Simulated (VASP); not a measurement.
CdI2: single point with r2SCAN

CdI2:

```
Cd I
1.0
     4.26683    0.00000    0.00000
    -2.13342    3.69518    0.00000
     0.00000    0.00000    7.04006
Cd I
1 2
Direct
  0.00000 0.00000 0.00000
  0.33333 0.66667 0.24405
  0.66667 0.33333 0.75595
```

```yaml
Program: VASP 6.6.1
Task: single point
Functional: r2SCAN
Potentials_or_basis: VASP PAW PBE potentials, release 64 (Cd, I)
Cutoff: 550 eV
k_mesh: 6 × 6 × 4
Occupations: gaussian, width 0.02 eV
Spin: no spin polarisation
Dipole_correction: no
Further_INCAR_settings: ALGO = Normal; EDIFF = 1e-06; NBANDS = 20
```

| Quantity | Value |
| --- | --- |
| Pressure | 0.5 GPa |
| Largest force | 0.025 eV/Å |
| Band gap on the k mesh | 2.82 eV (least direct gap 3.13 eV) |

Forces on the atoms (eV/Å):
```
Cd   0.000  0.000  0.000
I    0.000  0.000  0.025
I    0.000  0.000 -0.025
```

Levels at points of the mesh, in eV from the valence-band top:
```tsv
k point	band 11	band 12	band 13	band 14	band 15	band 16
(0.00, 0.00, 0.00)	-0.19	-0.11	-0.11	3.06	5.09	6.90
(0.50, 0.00, 0.00)	-1.45	-0.61	-0.13	3.04	5.62	6.48
(0.00, 0.00, 0.50)	-0.37	0.00	0.00	4.03	5.13	6.73
(0.50, 0.00, 0.50)	-1.21	-0.46	-0.38	2.82	5.51	6.42
```

Run time: 2.1 min on 1 thread of Intel(R) Xeon(R) 6975P-C (Granite Rapids), on a shared host, peak memory 0.29 GiB.

Caveat: the PAW data sets were made with another functional, which shifts forces and pressure a little; spin-orbit coupling is left out, which moves the levels of the heavy elements. A k mesh can miss the band edges.
